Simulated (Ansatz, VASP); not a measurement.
# Two plane-wave programs on KBr

The input INCAR:

```
PREC = Accurate ; ENCUT = 520
EDIFF = 1E-6 ; ISMEAR = 0
SIGMA = 0.05 ; LREAL = F
LASPH = T ; NELM = 60
ALGO = Normal ; ISIF = 2
LWAVE = F ; LCHARG = T
GGA = PE ; LELF = T
LVHAR = T ; NBANDS = 15
```

Contents of KPOINTS:

```
Automatic mesh
0
Gamma
  6 6 6
```

The input POSCAR:

```
KBr
1.0
    0.0000000000      3.3336562500      3.3336562500
    3.2925000000      0.0411562500      3.2925000000
    3.2925000000      3.2925000000      0.0411562500
K Br
1 1
Direct
    0.0000000000      0.0000000000      0.0000000000
    0.5000000000      0.5000000000      0.5000000000
```

Input for Ansatz:

```yaml
crystal:
  lattice:
    - [0.0, 3.33365625, 3.33365625]
    - [3.2925, 0.04115625, 3.2925]
    - [3.2925, 3.2925, 0.04115625]
  atoms:
    - { symbol: K, position: [0.0, 0.0, 0.0] }
    - { symbol: Br, position: [0.5, 0.5, 0.5] }
basis:
  ecutwfc: 420
kpoints:
  mp_grid: { grid: [6, 6, 6] }
hamiltonian:
  xc: pbe
scf:
  occupations: { method: gaussian, width: 0.05 }
output:
  forces: true
  stress: true
  eigenvalues: true
  write_density: true
  write_potential: true
  elf: true
  volumetric_format: npy
```

Change from the starting cell: strain +0.0250 x Voigt [0, 0, 0, 1, 0, 0], atoms carried along.

Alike in both runs: task single point; functional PBE; k mesh 6 × 6 × 6; occupations gaussian, width 0.05 eV; no spin polarisation.

```csv
,VASP,Ansatz
version,VASP 6.6.1,Ansatz 0.2.0
potentials or method,"VASP PAW PBE potentials, release 64 (K_sv, Br), cutoff 520 eV","scalar-relativistic, plane waves, PAW"
valence electrons in the cell,16,16
```

Ansatz gave:

```
gap on the k mesh at the Fermi level (eV)                     : 4.42
least direct gap on the mesh (eV)                             : 4.42
pressure (GPa)                                                : 0.8
traceless stress, the component that is largest in VASP (GPa) : -0.12
```

Q: Estimate VASP's values.

A: gap on the k mesh at the Fermi level (eV): 4.42; least direct gap on the mesh (eV): 4.42; pressure (GPa): 0.9; traceless stress, the component that is largest in VASP (GPa): -0.12.
